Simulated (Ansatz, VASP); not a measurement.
# Ta2N in VASP and in Ansatz

```xyz
3
Lattice="3.0493 0.0000 0.0000 -1.5247 2.6408 0.0000 0.0000 0.0000 4.7704" Properties=species:S:1:pos:R:3 pbc="T T T"
Ta    0.0000    1.7605    1.2151
Ta    1.5247    0.8803    3.5553
N     0.0000    0.0000    0.0000
```

Change from the starting cell: volume scaled by 0.94.

Alike in both runs: task single point; functional LDA; k mesh 10 × 10 × 6; occupations fermi-dirac, width 0.05 eV; no spin polarisation.

|  | VASP | Ansatz |
| --- | --- | --- |
| version | VASP 6.6.1 | Ansatz 0.2.0 |
| potentials or method | VASP PAW LDA potentials, release 64 (Ta_pv, N), cutoff 520 eV | all-electron LAPW, scalar-relativistic |

|  | VASP | Ansatz | Ansatz less VASP |
| --- | --- | --- | --- |
| gap on the k mesh at the Fermi level (eV) | none | none | - |
| pressure (GPa) | 5.1 | 3.3 | -1.80 |
| traceless stress, the component that is largest in VASP (GPa) | 0.32 | 0.33 | +0.004 |
| rms of the force components (eV/Å) | 0.011 | 0.040 | +0.0287 |

LDA's correlation is that of Perdew and Zunger in VASP and of Perdew and Wang (1992) in Ansatz. Atom by atom the forces differ by 0.029 eV/Å (rms over components). A gap of «none» marks a metal or a gap that the smearing closes. Ansatz ran all-electron here, and VASP with PAW potentials.

Spin-orbit coupling is off throughout.
